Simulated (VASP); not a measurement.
Sn:

```
Sn
1.0
    -2.89942    2.90080    1.55817
     2.90080   -2.89942    1.55817
     2.89858    2.89858   -1.55564
Sn
2
Direct
  0.00002 0.99998 0.00000
  0.74998 0.25002 0.50000
```

Base run:

- Program: VASP 6.6.1
- Functional: LDA
- Potentials or basis: VASP PAW LDA potentials, release 64 (Sn_d)
- Cutoff: 520 eV
- k mesh: 11 × 11 × 8
- Occupations: gaussian, width 0.6 eV
- Spin: no spin polarisation

Its results: band gap on the k mesh zero (bands 14 and 15 overlap by 3.81 eV); pressure 0.3 GPa.

**Question.** The run is repeated on the same cell with these changes: occupations from gaussian, width 0.6 eV to gaussian, width 1 eV; further incar settings from ALGO = Normal; EDIFF = 1e-06; NBANDS = 21 to ALGO = Normal; EDIFF = 1e-07; NBANDS = 21. What comes out?

**Answer.** Band gap on the k mesh zero (bands 14 and 15 overlap by 3.81 eV); pressure 0.9 GPa.

Caveats: so wide a smearing shifts energies and pressures; spin-orbit coupling is left out, which moves the levels of the heavy elements.
